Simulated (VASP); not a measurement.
Set up this calculation in VASP 6.6.1, as the native input.

```yaml
Task: single point
Functional: HSE06
Potentials_or_basis: VASP PAW PBE potentials, release 64 (Be, Te)
Cutoff: 520 eV
k_mesh: 6 × 6 × 6
Occupations: gaussian, width 0.01 eV
Spin: no spin polarisation
Dipole_correction: no
Grid_for_exact_exchange_PRECFOCK: Normal
Further_INCAR_settings: ALGO = Normal; EDIFF = 1e-06; NBANDS = 11
Screening_parameter: 0.2079 1/Å
```

The system is BeTe.

```xyz
2
Lattice="0.0000 2.8286 2.9619 2.8286 0.0000 2.9619 2.8286 2.8286 0.0000" Properties=species:S:1:pos:R:3 pbc="T T T"
Be    0.0000    0.0000    0.0000
Te    1.4143    1.4143    1.4809
```

This cell differs from its parent crystal: uniaxial z strain +4.7%.

The input as run:

POSCAR

```
BeTe
1.0
    0.0000000000      2.8286236224      2.9618517950
    2.8286236224      0.0000000000      2.9618517950
    2.8286236224      2.8286236224      0.0000000000
Be Te
1 1
Direct
    0.0000000000      0.0000000000      0.0000000000
    0.2500000000      0.2500000000      0.2500000000
```

INCAR.step1

```
ALGO = Normal
EDIFF = 1E-5
ENCUT = 520
GGA = PE
ISIF = 2
ISMEAR = 0
LASPH = True
LCHARG = False
LREAL = False
LWAVE = True
NBANDS = 11
NELM = 60
PREC = Accurate
SIGMA = 0.01
```

INCAR.step2

```
ALGO = Normal
EDIFF = 1E-6
ENCUT = 520
GGA = PE
HFSCREEN = 0.2079
ISIF = 2
ISMEAR = 0
ISTART = 1
LASPH = True
LCHARG = False
LHFCALC = True
LREAL = False
LWAVE = False
NBANDS = 11
NELM = 60
PREC = Accurate
PRECFOCK = Normal
SIGMA = 0.01
```

KPOINTS

```
k-points
0
Gamma
  6 6 6
```

Potentials or basis: VASP PAW PBE potentials, release 64 (Be, Te).

Run with:

```bash
$ cat potpaw_PBE.64/Be/POTCAR potpaw_PBE.64/Te/POTCAR > POTCAR
$ cp INCAR.step1 INCAR
$ mpirun -np 1 vasp_std > vasp.out
$ cp INCAR.step2 INCAR
$ mpirun -np 1 vasp_std > vasp.out
```

It gave:

The pressure is -3.4 GPa and the band gap on the k mesh is 2.60 eV, indirect (least direct gap 4.05 eV).

Caveat: the cell differs from its parent crystal (uniaxial z strain +4.7%); the PAW data sets were made with another functional, which shifts forces and pressure a little; spin-orbit coupling is left out, which moves the levels of the heavy elements.

Run time: 15 min on 1 thread of Intel(R) Xeon(R) Platinum 8488C (Sapphire Rapids), with other jobs on the host, peak memory 0.3 GiB.
